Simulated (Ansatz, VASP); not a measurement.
# ZnO: VASP beside Ansatz

File INCAR:

```
SYSTEM = ZnO
PREC     = Accurate       ! precision mode
ENCUT    = 520            ! plane-wave cutoff, eV
EDIFF    = 1E-7           ! SCF threshold, eV
ISMEAR   = 0              ! smearing method
SIGMA    = 0.05           ! smearing width, eV
LREAL    = .FALSE.        ! projectors in reciprocal space
LASPH    = .TRUE.         ! aspherical terms in the spheres
NELM     = 80             ! most SCF steps
ALGO     = Normal         ! electronic algorithm
ISIF     = 2              ! what is computed and relaxed
LWAVE    = .FALSE.        ! write WAVECAR
LCHARG   = .FALSE.        ! write CHGCAR
NBANDS   = 26             ! bands
```

File KPOINTS:

```
regular mesh
0
G
  9 9 4
  0 0 0
```

The input POSCAR:

```
ZnO
1.0
    3.3372866661      0.0000000000      0.0000000000
   -1.6686433330      2.8901750325      0.0000000000
    0.0000000000      0.0000000000      7.2373979702
Zn O
2 2
Direct
    0.0000000000      0.0000000000      0.7500000000
    0.0000000000      0.0000000000      0.2500000000
    0.3333333333      0.6666666667      0.2500000000
    0.6666666667      0.3333333333      0.7500000000
```

Input for Ansatz:

```yaml
crystal:
  lattice:
    - [3.3372866661, 0.0, 0.0]
    - [-1.668643333, 2.8901750325, 0.0]
    - [0.0, 0.0, 7.2373979702]
  atoms:
    - { symbol: Zn, position: [0.0, 0.0, 0.75] }
    - { symbol: Zn, position: [0.0, 0.0, 0.25] }
    - { symbol: O, position: [0.3333333333, 0.6666666667, 0.25] }
    - { symbol: O, position: [0.6666666667, 0.3333333333, 0.75] }
basis:
  ecutwfc: 420
kpoints:
  mp_grid: { grid: [9, 9, 4] }
hamiltonian:
  xc: lda
scf:
  occupations: { method: gaussian, width: 0.05 }
output:
  forces: true
  stress: true
  eigenvalues: true
```

Change from the starting cell: strain +0.015 along x and y, +0.015 along z, atoms carried along.

Alike in both runs: task single point; functional LDA; k mesh 9 × 9 × 4; occupations gaussian, width 0.05 eV; no spin polarisation.

|  | VASP | Ansatz |
| --- | --- | --- |
| version | VASP 6.6.1 | Ansatz 0.2.0 |
| potentials or method | VASP PAW LDA potentials, release 64 (Zn, O), cutoff 520 eV | scalar-relativistic, plane waves, PAW |
| valence electrons in the cell | 36 | 36 |

|  | VASP | Ansatz | Ansatz less VASP |
| --- | --- | --- | --- |
| gap on the k mesh at the Fermi level (eV) | 0.75 | 0.74 | -0.010 |
| least direct gap on the mesh (eV) | 0.75 | 0.74 | -0.010 |
| pressure (GPa) | -10.6 | -11.2 | -0.60 |
| traceless stress, the component that is largest in VASP (GPa) | 8.77 | 9.48 | +0.709 |

LDA's correlation is that of Perdew and Zunger in VASP and of Perdew and Wang (1992) in Ansatz.
